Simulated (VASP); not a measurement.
Write the native input for VASP 6.6.1 that does the following.

| Property | Result |
| --- | --- |
| Task | single point |
| Functional | PBEsol |
| Potentials or basis | VASP PAW PBE potentials, release 64 (Ta_pv, Na_pv) |
| Cutoff | 520 eV |
| k mesh | 6 × 6 × 1 |
| Occupations | gaussian, width 0.1 eV |
| Spin | no spin polarisation |
| Dipole correction | yes |
| Further INCAR settings | ALGO = Normal; EDIFF = 1e-07; NBANDS = 46 |

The structure of NaTa6 lies in POSCAR:

```
NaTa6
1.0
    4.6392671641      0.0000000000      0.0000000000
   -2.3196335821      4.0177232191      0.0000000000
    0.0000000000      0.0000000000     19.9438808552
Ta Na
6 1
Direct
    0.6666666667      0.3333333333      0.2005627706
    0.3333333333      0.6666666667      0.2480453268
    0.0000000000      0.0000000000      0.2955278831
    0.6666666667      0.3333333333      0.3400187737
    0.3333333333      0.6666666667      0.3814681521
    0.0000000000      0.0000000000      0.4233820346
    0.6666666667      0.3333333333      0.5147415480
```

The input as run:

INCAR

```
PREC = Accurate
ENCUT = 520
EDIFF = 1E-7
ISMEAR = 0
SIGMA = 0.1
LREAL = False
LASPH = True
NELM = 80
ALGO = Normal
ISIF = 2
LWAVE = False
LCHARG = False
LDIPOL = True
IDIPOL = 3
DIPOL = 0.5 0.5 0.343
GGA = PS
NBANDS = 46
```

KPOINTS

```
regular mesh
0
Gamma
  6 6 1
```

Potentials or basis: VASP PAW PBE potentials, release 64 (Ta_pv, Na_pv).

Launch:

```console
$ cat potpaw_PBE.64/Ta_pv/POTCAR potpaw_PBE.64/Na_pv/POTCAR > POTCAR
$ mpirun -np 1 vasp_std > vasp.out
```

Results of the run:

```yaml
Largest_force: 1.874 eV/Å
```

Caveat: the PAW data sets were made with another functional, which shifts forces and pressure a little.

It took 4.1 min on 1 thread of Intel(R) Xeon(R) Platinum 8488C (Sapphire Rapids) (shared host), peak memory 0.47 GiB.
